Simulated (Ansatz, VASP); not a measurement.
# Two plane-wave programs on MgH2

```xyz
12
Lattice="-3.8156 3.8033 -0.0084 3.8137 3.8015 0.0060 1.8990 -1.9002 -4.7240" Properties=species:S:1:pos:R:3 pbc="T T T"
Mg   -0.0020    3.7986   -0.0011
Mg   -0.0073    0.0023   -0.0040
Mg   -1.9067    3.8036   -2.3642
Mg    1.9053    3.8057   -2.3634
H     3.8136    3.8224   -1.9823
H    -0.0025    3.7837   -1.9871
H    -1.9113    3.7950   -0.3769
H     1.9032    3.8050   -0.3782
H     1.8969    0.0010   -4.3433
H     1.8931    3.8030   -4.3533
H     1.8843    5.7044   -2.7419
H     1.9239    1.9037   -2.7359
```

Change from the starting cell: cell x2, atoms moved at random (sigma 0.05 Å) and cell strained at random (1.5 %), then relaxed without symmetry.

Alike in both runs: functional PBE; k mesh 4 × 4 × 4; occupations gaussian, width 0.1 eV; no spin polarisation.

Ansatz relaxed the structure, and its values are those at the end. VASP's run is a single point on that final structure, the one shown.

```csv
,VASP,Ansatz
version,VASP 6.6.1,Ansatz 0.2.0
potentials or method,"VASP PAW PBE potentials, release 64 (Mg, H), cutoff 520 eV","scalar-relativistic, plane waves, PAW"
valence electrons in the cell,16,48
```

|  | VASP | Ansatz | Ansatz less VASP |
| --- | --- | --- | --- |
| gap on the k mesh at the Fermi level (eV) | 3.51 | 3.52 | +0.014 |
| least direct gap on the mesh (eV) | 3.54 | 3.55 | +0.008 |
| pressure (GPa) | -0.2 | 0.0 | +0.24 |
| rms of the force components (eV/Å) | 0.004 | 0.004 | +0.0001 |

VASP's potentials hold 16 valence electrons a cell and Ansatz's 48, so a difference there can come from the potentials and not from the codes.
